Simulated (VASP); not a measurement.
Set up this calculation in VASP 6.6.1, as the native input.

```yaml
Task: single point
Functional: LDA
Potentials_or_basis: VASP PAW LDA potentials, release 64 (Sr_sv, Ca_sv)
Cutoff: 520 eV
k_mesh: 4 × 4 × 4
Occupations: methfessel-paxton, width 0.05 eV
Spin: no spin polarisation
Dipole_correction: no
Further_INCAR_settings: ALGO = Normal; EDIFF = 1e-07; NBANDS = 28
```

The structure of SrCa3 lies in POSCAR:

```
SrCa3
1.0
    5.4394582960      0.0000000000      0.0000000000
    0.0000000000      5.4394582960      0.0000000000
    0.0000000000      0.0000000000      5.4394582960
Sr Ca
1 3
Direct
    0.0000000000      0.0000000000      0.0000000000
    0.0000000000      0.5000000000      0.5000000000
    0.5000000000      0.0000000000      0.5000000000
    0.5000000000      0.5000000000      0.0000000000
```

One way to write it, as run:

INCAR

```
SYSTEM = SrCa3
PREC = Accurate
ENCUT = 520
EDIFF = 1E-7
ISMEAR = 1
SIGMA = 0.05
LREAL = .FALSE.
LASPH = .TRUE.
NELM = 60
ALGO = Normal
ISIF = 2
LWAVE = .FALSE.
LCHARG = .FALSE.
GGA = CA
NBANDS = 28
```

KPOINTS

```
regular mesh
0
G
  4 4 4
  0 0 0
```

Potentials or basis: VASP PAW LDA potentials, release 64 (Sr_sv, Ca_sv).

Run with:

```bash
$ cat potpaw_LDA.64/Sr_sv/POTCAR potpaw_LDA.64/Ca_sv/POTCAR > POTCAR
$ mpirun -np 1 vasp_std > vasp.out
```

It gave:

```json
{
  "Pressure": "0.0 GPa",
  "Band gap on the k mesh": "zero (bands 20 and 21 overlap by 0.32 eV)"
}
```

Wall time 67 s on 1 thread of Intel Xeon 8259CL, on a shared host, peak memory 0.22 GiB.
